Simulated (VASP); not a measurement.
A run of VASP 6.6.1 is set up as follows.

Contents of INCAR:

```
SYSTEM = Ir12CO
ALGO = Normal ; DIPOL = 0.5 0.5 0.303
EDIFF = 1E-6 ; ENCUT = 520
GGA = PE ; GGA_COMPAT = .FALSE.
IDIPOL = 3 ; ISIF = 2
ISMEAR = 0 ; IVDW = 12
LASPH = .TRUE. ; LCHARG = .TRUE.
LDAU = .TRUE. ; LDAUJ = 0 0 0
LDAUL = 2 -1 -1 ; LDAUPRINT = 1
LDAUTYPE = 2 ; LDAUU = 5 0 0
LDIPOL = .TRUE. ; LELF = .TRUE.
LMAXMIX = 4 ; LREAL = .FALSE.
LVACPOTAV = .TRUE. ; LVHAR = .TRUE.
LWAVE = .FALSE. ; NBANDS = 72
NELM = 200 ; NELMDL = -8
PREC = Accurate ; SIGMA = 0.1
```

The input KPOINTS:

```
k-points
0
G
  6 6 1
  0 0 0
```

The input POSCAR:

```
Ir12CO
1.0
    5.4309029927      0.0000000000      0.0000000000
   -2.7154514963      4.7032999572      0.0000000000
    0.0000000000      0.0000000000     23.3903533333
Ir O C
12 1 1
Direct
    0.3333333333      0.1666666667      0.1710106702
    0.3333333333      0.6666666667      0.1710106702
    0.8333333333      0.1666666667      0.1710106702
    0.8333333333      0.6666666667      0.1710106702
    0.1666666667      0.3333333333      0.2637950696
    0.1666666667      0.8333333333      0.2637950696
    0.6666666667      0.3333333333      0.2637950696
    0.6666666667      0.8333333333      0.2637950696
    0.0000000000      0.0000000000      0.3565723533
    0.0000000000      0.5000000000      0.3565723533
    0.5000000000      0.0000000000      0.3565723533
    0.5000000000      0.5000000000      0.3565723533
    0.0000000000      0.0000000000      0.5104819565
    0.0000000000      0.0000000000      0.5596475242
```

Potentials or basis: VASP PAW PBE potentials, release 64 (Ir, O, C).

The run is started by

```console
$ cat potpaw_PBE.64/Ir/POTCAR potpaw_PBE.64/O/POTCAR potpaw_PBE.64/C/POTCAR > POTCAR
$ mpirun -np 1 vasp_std > vasp.out
```

Task: Estimate the band gap on the k mesh.

Result: Zero (bands 59 and 60 overlap by 1.13 eV).

Task: Estimate the dispersion energy per atom.

Result: -0.425 eV.

Task: What does it give for the largest force?

Result: 0.746 eV/Å.

Eigenvalues of the final occupation matrices:
```
    site  spin  trace               eigenvalues
site 1 d     1   3.75  0.64 0.69 0.69 0.87 0.87
site 1 d     2   3.75  0.64 0.69 0.69 0.87 0.87
site 2 d     1   3.75  0.64 0.69 0.69 0.87 0.87
site 2 d     2   3.75  0.64 0.69 0.69 0.87 0.87
site 3 d     1   3.75  0.64 0.69 0.69 0.87 0.87
site 3 d     2   3.75  0.64 0.69 0.69 0.87 0.87
site 4 d     1   3.75  0.64 0.69 0.69 0.87 0.87
site 4 d     2   3.75  0.64 0.69 0.69 0.87 0.87
site 5 d     1   3.76  0.59 0.59 0.75 0.91 0.91
site 5 d     2   3.76  0.59 0.59 0.75 0.91 0.91
site 6 d     1   3.76  0.59 0.59 0.75 0.91 0.91
site 6 d     2   3.76  0.59 0.59 0.75 0.91 0.91
```

Caveat: spin-orbit coupling is left out, which moves the levels of the heavy elements; U without spin polarisation on a metal has little footing.
